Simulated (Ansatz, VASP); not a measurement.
# One calculation of SrCd, two programs

The input INCAR:

```
PREC = Accurate ; ENCUT = 520
EDIFF = 1E-8 ; ISMEAR = -1
SIGMA = 0.08 ; LREAL = F
LASPH = T ; NELM = 100
ALGO = Normal ; ISIF = 2
LWAVE = F ; LCHARG = F
GGA = CA ; LEFG = T
NBANDS = 18
```

Contents of KPOINTS:

```
regular mesh
0
Gamma
  10 10 10
```

POSCAR

```
SrCd
1.0
    4.0830600000      0.0000000000      0.0000000000
    0.0000000000      4.0830600000      0.0000000000
    0.0000000000      0.0000000000      4.0030000000
Sr Cd
1 1
Direct
    0.5000000000      0.5000000000      0.5000000000
    0.0000000000      0.0000000000      0.0000000000
```

Input for Ansatz:

```yaml
crystal:
  lattice:
    - [4.08306, 0.0, 0.0]
    - [0.0, 4.08306, 0.0]
    - [0.0, 0.0, 4.003]
  atoms:
    - { symbol: Sr, position: [0.5, 0.5, 0.5] }
    - { symbol: Cd, position: [0.0, 0.0, 0.0] }
kpoints:
  mp_grid: { grid: [10, 10, 10] }
scf:
  occupations: { method: fermi_dirac, width: 0.08 }
hamiltonian:
  xc: lda
  pseudopotentials: { kind: all_electron, datasets: crystal }
output:
  forces: true
  stress: true
  eigenvalues: true
  efg: { contact_densities: true }
```

Change from the starting cell: equal xx and yy strain of +2 %, crystal datasets.

Alike in both runs: task electric field gradients; functional LDA; k mesh 10 × 10 × 10; occupations fermi-dirac, width 0.08 eV; no spin polarisation.

|  | VASP | Ansatz |
| --- | --- | --- |
| version | VASP 6.6.1 | Ansatz 0.2.0 |
| potentials or method | VASP PAW LDA potentials, release 64 (Sr_sv, Cd), cutoff 520 eV | all-electron PAW with datasets made for the crystal, scalar-relativistic |

Ansatz gave:

| Item | Value |
| --- | --- |
| pressure (GPa) | -2.9 |
| traceless stress, the component that is largest in VASP (GPa) | 0.37 |
| size of Vzz on the site where it differs most (V/Å²) | 0.9 |

Q: What did VASP give for the same quantities?

A: Pressure (GPa): -2.8; traceless stress, the component that is largest in VASP (GPa): 0.36; size of Vzz on the site where it differs most (V/Å²): 0.3.

LDA's correlation is that of Perdew and Zunger in VASP and of Perdew and Wang (1992) in Ansatz. Ansatz ran all-electron here, and VASP with PAW potentials.
